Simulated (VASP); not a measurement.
A run of VASP 6.6.1 is set up as follows.

Contents of INCAR:

```
ALGO = Normal
EDIFF = 1E-6
ENCUT = 520
GGA = PE
ISIF = 2
ISMEAR = -1
ISPIN = 2
IVDW = 12
LASPH = True
LCHARG = False
LMAXMIX = 4
LORBIT = 11
LREAL = False
LWAVE = False
MAGMOM = 2.5 2.5
NBANDS = 19
NELM = 150
PREC = Accurate
SIGMA = 0.1
```

KPOINTS

```
k-points
0
Gamma
  14 14 14
```

POSCAR

```
Fe
1.0
    2.8313533229      0.0000000000      0.0000000000
    0.0000000000      2.8313533229      0.0000000000
    0.0000000000      0.0000000000      2.8313533229
Fe
2
Direct
    0.0000000000      0.0000000000      0.0000000000
    0.5000000000      0.5000000000      0.5000000000
```

Potentials or basis: VASP PAW PBE potentials, release 64 (Fe).

Run with:

```console
$ cat potpaw_PBE.64/Fe/POTCAR > POTCAR
$ mpirun -np 1 vasp_std > vasp.out
```

Q: Estimate the pressure.

A: -5.2 GPa.

Q: Estimate the dispersion energy per atom.

A: -0.358 eV.

Caveat: the cell stands under tension.
